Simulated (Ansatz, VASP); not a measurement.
This is a calculation of RuAu for Ansatz 0.2.0.

File input.yaml:

```yaml
crystal:
  lattice:
    - [3.16481, 0.0, 0.0]
    - [0.0, 3.16481, 0.0]
    - [0.0, 0.0, 3.16481]
  atoms:
    - { symbol: Ru, position: [0.0, 0.0, 0.0] }
    - { symbol: Au, position: [0.5, 0.5, 0.5] }
hamiltonian:
  xc: pbesol
  pseudopotentials: { kind: paw }
kpoints:
  mp_grid: { grid: [8, 8, 8] }
scf:
  occupations: { method: fermi_dirac, width: 0.05 }
output:
  forces: true
  stress: true
  eigenvalues: true
relax:
  f_tol: 0.01
  max_steps: 40
  cell: { stress_tol: 0.05 }
```

Potentials or basis: Ansatz PAW.

The run is started by

```sh
$ ansatz run input.yaml --threads 2 --pin off --max-ram 5632MiB --backend cpu --events-out ev --progress --plain --runs-dir out
```

Question: Set up the same calculation for VASP 6.6.1. Potentials there: VASP PAW PBE potentials, release 64 (Ru_pv, Au).

Answer: As run (the cutoff follows the program's own potentials):

The input INCAR:

```
ALGO     = Normal         # electronic algorithm
EDIFF    = 1E-7           # SCF threshold, eV
EDIFFG   = -0.01          # ionic threshold
ENCUT    = 500            # plane-wave cutoff, eV
GGA      = PS             # functional
GGA_COMPAT= F            
IBRION   = 2              # ionic algorithm
ISIF     = 3              # what is computed and relaxed
ISMEAR   = -1             # smearing method
LASPH    = T              # aspherical terms in the spheres
LCHARG   = F              # write CHGCAR
LREAL    = F              # projectors in reciprocal space
LWAVE    = F              # write WAVECAR
NELM     = 120            # most SCF steps
NELMIN   = 4            
NSW      = 60             # ionic steps
PREC     = Accurate       # precision mode
SIGMA    = 0.05           # smearing width, eV
```

KPOINTS

```
k-points
0
Gamma
  8 8 8
```

File POSCAR:

```
RuAu
1.0
    3.1648100000      0.0000000000      0.0000000000
    0.0000000000      3.1648100000      0.0000000000
    0.0000000000      0.0000000000      3.1648100000
Ru Au
1 1
Direct
    0.0000000000      0.0000000000      0.0000000000
    0.5000000000      0.5000000000      0.5000000000
```

Potentials or basis: VASP PAW PBE potentials, release 64 (Ru_pv, Au).

The run is started by

```console
$ cat potpaw_PBE.64/Ru_pv/POTCAR potpaw_PBE.64/Au/POTCAR > POTCAR
$ mpirun -np 1 vasp_std > vasp.out
```

Both were run:

|  | VASP | Ansatz | Ansatz less VASP |
| --- | --- | --- | --- |
| gap on the k mesh at the Fermi level, each at its own relaxed structure (eV) | none | none | - |
| relaxed volume (Å³/atom) | 15.20 | 15.22 | +0.016 |
| relaxed length of the cell vector where the two differ most in proportion (Å) | 3.121 | 3.122 | +0.0011 |

VASP's potentials were made for PBE, not for PBEsol. A gap of «none» marks a metal or a gap that the smearing closes. VASP's potentials hold 25 valence electrons a cell and Ansatz's 35, so a difference there can come from the potentials and not from the codes.

Neither program's run includes spin-orbit coupling. Noted on Ansatz's run: the plane-wave basis is chosen anew once the cell has moved, so the energies of steps on either side of that aren't comparable.
